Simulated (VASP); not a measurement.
Set up this calculation in VASP 6.6.1, as the native input.

```yaml
Task: single point
Functional: r2SCAN
Potentials_or_basis: VASP PAW PBE potentials, release 64 (Cd, Se)
Cutoff: 520 eV
k_mesh: 8 × 8 × 8
Occupations: gaussian, width 0.01 eV
Spin: no spin polarisation
Dipole_correction: no
Further_INCAR_settings: ALGO = Normal; EDIFF = 1e-06; NBANDS = 16
```

CdSe:

```
Cd Se
1.0
     0.00000    3.06778    3.06778
     3.15460    0.00000    3.06778
     3.15460    3.06778    0.00000
Cd Se
1 1
Direct
  0.00000 0.00000 0.00000
  0.25000 0.25000 0.25000
```

This cell differs from its parent crystal: uniaxial x strain +2.8%.

The input as run:

POSCAR

```
CdSe
1.0
    0.0000000000      3.0677809644      3.0677809644
    3.1545991657      0.0000000000      3.0677809644
    3.1545991657      3.0677809644      0.0000000000
Cd Se
1 1
Direct
    0.0000000000      0.0000000000      0.0000000000
    0.2500000000      0.2500000000      0.2500000000
```

INCAR.step1

```
ALGO = Normal
EDIFF = 1E-4
ENCUT = 520
GGA = PE
ISMEAR = 0
LASPH = True
LCHARG = False
LREAL = False
LWAVE = True
NBANDS = 16
NELM = 100
PREC = Accurate
SIGMA = 0.01
```

INCAR.step2

```
ALGO = Normal
EDIFF = 1E-6
ENCUT = 520
ISIF = 2
ISMEAR = 0
ISTART = 1
LASPH = True
LCHARG = True
LELF = True
LMIXTAU = True
LREAL = False
LVHAR = True
LWAVE = False
METAGGA = R2SCAN
NBANDS = 16
NELM = 100
PREC = Accurate
SIGMA = 0.01
```

KPOINTS

```
k-points
0
Gamma
  8 8 8
```

Potentials or basis: VASP PAW PBE potentials, release 64 (Cd, Se).

Run with:

```sh
$ cat potpaw_PBE.64/Cd/POTCAR potpaw_PBE.64/Se/POTCAR > POTCAR
$ cp INCAR.step1 INCAR
$ mpirun -np 1 vasp_std > vasp.out
$ cp INCAR.step2 INCAR
$ mpirun -np 1 vasp_std > vasp.out
```

Results of the run:

The pressure is -1.2 GPa and the band gap on the k mesh is 0.93 eV.

Caveat: the cell differs from its parent crystal (uniaxial x strain +2.8%); the PAW data sets were made with another functional, which shifts forces and pressure a little.

Wall time 4.1 min on 1 thread of Intel Xeon 8259CL, with other jobs on the host, peak memory 0.24 GiB.
